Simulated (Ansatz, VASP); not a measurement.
Two plane-wave programs on HfMoC2

```
CELL_PARAMETERS angstrom
3.19142 0.00000 0.00000
0.00000 3.19142 0.00000
0.00000 0.00000 4.48516
ATOMIC_POSITIONS crystal
Hf 0.00000 0.00000 0.00000
Mo 0.50000 0.50000 0.50000
C 0.50000 0.50000 0.00000
C 0.00000 0.00000 0.50000
```

Alike in both runs: functional r2SCAN; k mesh 8 × 8 × 6; occupations fermi-dirac, width 0.05 eV; no spin polarisation; Hubbard terms Hf d U = 6.0 eV, Mo d U = 6.0 eV.

|  | VASP | Ansatz |
| --- | --- | --- |
| version | VASP 6.6.1 | Ansatz 0.2.0 |
| potentials or method | VASP PAW PBE potentials, release 64 (Hf_pv, Mo_sv, C) | Ansatz PAW |
| plane-wave cutoff (eV) | 520 | 500 |
| valence electrons in the cell | 32 | 48 |
| task | single point | projected density of states |

|  | VASP | Ansatz | Ansatz less VASP |
| --- | --- | --- | --- |
| gap on the k mesh at the Fermi level (eV) | none | none | - |
| pressure (GPa) | 15.2 | 5.7 | -9.46 |
| traceless stress, the component that is largest in VASP (GPa) | 2.07 | 1.97 | -0.107 |

VASP's potentials were made for PBE, not for r2SCAN. The programs project onto different local orbitals, so the same U acts differently, and such runs can settle in different states. A gap of «none» marks a metal or a gap that the smearing closes. VASP's potentials hold 32 valence electrons a cell and Ansatz's 48, so a difference there can come from the potentials and not from the codes.

Neither program's run includes spin-orbit coupling.
